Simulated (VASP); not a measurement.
**Ta: single point with r2SCAN**

The system is Ta.

```
Ta
1.0
    -1.73384    1.73384    1.73384
     1.73384   -1.73384    1.73384
     1.73384    1.73384   -1.73384
Ta
1
Direct
  0.00000 0.00000 0.00000
```

This cell differs from its parent crystal: strain +0.050 along x and y, +0.050 along z.

```
Program             : VASP 6.6.1
Task                : single point
Functional          : r2SCAN
Potentials or basis : VASP PAW PBE potentials, release 64 (Ta_pv)
Cutoff              : 520 eV
k mesh              : 20 × 20 × 20
Occupations         : gaussian, width 0.15 eV
Spin                : no spin polarisation
```

| Property | Result |
| --- | --- |
| Pressure | -22.0 GPa |
| Band gap on the k mesh | zero (an odd number of electrons rules out a gap without spin polarisation) |

Levels at points of the mesh, in eV from the Fermi level:
```csv
k point,band 4,band 5,band 6,band 7,band 8,band 9
"(0.00, 0.00, 0.00)",-7.75,0.80,0.80,0.80,3.79,3.79
"(0.50, 0.00, 0.00)",-3.95,-1.19,0.89,3.58,4.49,6.71
"(0.50, 0.50, 0.50)",-3.12,-3.12,5.95,5.95,5.95,7.73
```

It took 82 s on 1 thread of Intel(R) Xeon(R) 6975P-C (Granite Rapids), on a shared host, peak memory 0.19 GiB.

Caveat: the cell differs from its parent crystal (strain +0.050 along x and y, +0.050 along z); the cell stands under tension; the PAW data sets were made with another functional, which shifts forces and pressure a little; spin-orbit coupling is left out, which moves the levels of the heavy elements.
